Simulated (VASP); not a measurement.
**NaI: single point with r2SCAN**

NaI:

```
CELL_PARAMETERS angstrom
0.00000 3.22963 3.22963
3.22963 0.00000 3.22963
3.22963 3.22963 0.00000
ATOMIC_POSITIONS crystal
Na 0.00000 0.00000 0.00000
I 0.50000 0.50000 0.50000
```

```json
{
  "Program": "VASP 6.6.1",
  "Task": "single point",
  "Functional": "r2SCAN",
  "Potentials or basis": "VASP PAW PBE potentials, release 64 (Na_pv, I)",
  "Cutoff": "520 eV",
  "k mesh": "6 × 6 × 6",
  "Occupations": "fermi-dirac, width 0.2 eV",
  "Spin": "no spin polarisation",
  "Dipole correction": "no",
  "Further INCAR settings": "ALGO = Normal; EDIFF = 1e-06; NBANDS = 14"
}
```

```json
{
 "Pressure": "-0.1 GPa",
 "Band gap on the k mesh": "4.46 eV"
}
```

Levels at points of the mesh, in eV from the valence-band top:
| k point | band 4 | band 5 | band 6 | band 7 | band 8 | band 9 | band 10 | band 11 |
| --- | --- | --- | --- | --- | --- | --- | --- | --- |
| (0.00, 0.00, 0.00) | -11.36 | 0.00 | 0.00 | 0.00 | 4.46 | 8.47 | 8.47 | 8.47 |
| (0.50, 0.00, 0.00) | -11.02 | -2.21 | -0.30 | -0.30 | 5.70 | 8.08 | 8.08 | 9.83 |
| (0.50, 0.50, 0.00) | -10.94 | -1.96 | -0.77 | -0.77 | 5.23 | 6.01 | 10.77 | 12.19 |

It took 46 s on 1 thread of Intel(R) Xeon(R) Platinum 8488C (Sapphire Rapids), on a shared host, peak memory 0.21 GiB.

Caveat: the PAW data sets were made with another functional, which shifts forces and pressure a little; spin-orbit coupling is left out, which moves the levels of the heavy elements. r2SCAN opens gaps a little over a GGA but as a rule still falls short of measured ones.
